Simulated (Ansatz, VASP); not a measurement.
**Cd: VASP beside Ansatz**

INCAR

```
  ALGO = Normal
  EDIFF = 1E-6
  ENCUT = 520
  GGA = RP
  ISIF = 2
  ISMEAR = -1
  LASPH = T
  LCHARG = F
  LREAL = F
  LWAVE = F
  NBANDS = 12
  NELM = 80
  PREC = Accurate
  SIGMA = 0.1
```

KPOINTS

```
k-points
0
Gamma
  14 14 14
```

The input POSCAR:

```
Cd
1.0
   -1.8656240547      1.8656240547      1.8656240547
    1.8656240547     -1.8656240547      1.8656240547
    1.8656240547      1.8656240547     -1.8656240547
Cd
1
Direct
    0.0000000000      0.0000000000      0.0000000000
```

Input for Ansatz:

```yaml
crystal:
  lattice:
    - [-1.8656240547, 1.8656240547, 1.8656240547]
    - [1.8656240547, -1.8656240547, 1.8656240547]
    - [1.8656240547, 1.8656240547, -1.8656240547]
  atoms:
    - { symbol: Cd, position: [0.0, 0.0, 0.0] }
hamiltonian:
  xc: rpbe
  pseudopotentials:
    kind: paw
    azcp:
      Cd: "pseudopotentials/Cd.paw.azcp"
basis:
  ecutwfc: 420
  fft_grid_basis: typed
kpoints:
  mp_grid: { grid: [14, 14, 14], shift: [0, 0, 0] }
magnetization:
  spin_polarized: false
scf:
  occupations: { method: fermi_dirac, width: 0.1 }
  lower_state_search: "off"
output:
  stress: true
```

Alike in both runs: task single point; functional RPBE; k mesh 14 × 14 × 14; occupations fermi-dirac, width 0.1 eV; no spin polarisation.

|  | VASP | Ansatz |
| --- | --- | --- |
| version | VASP 6.6.1 | Ansatz 0.2.0 |
| potentials or method | VASP PAW PBE potentials, release 64 (Cd), cutoff 520 eV | plane waves (420 eV) with PAW, scalar-relativistic |
| valence electrons in the cell | 12 | 20 |

|  | VASP | Ansatz | Ansatz less VASP |
| --- | --- | --- | --- |
| pressure (GPa) | -0.6 | -0.7 | -0.13 |

VASP's potentials were made for PBE, not for RPBE. VASP's potentials hold 12 valence electrons a cell and Ansatz's 20, so a difference there can come from the potentials and not from the codes.
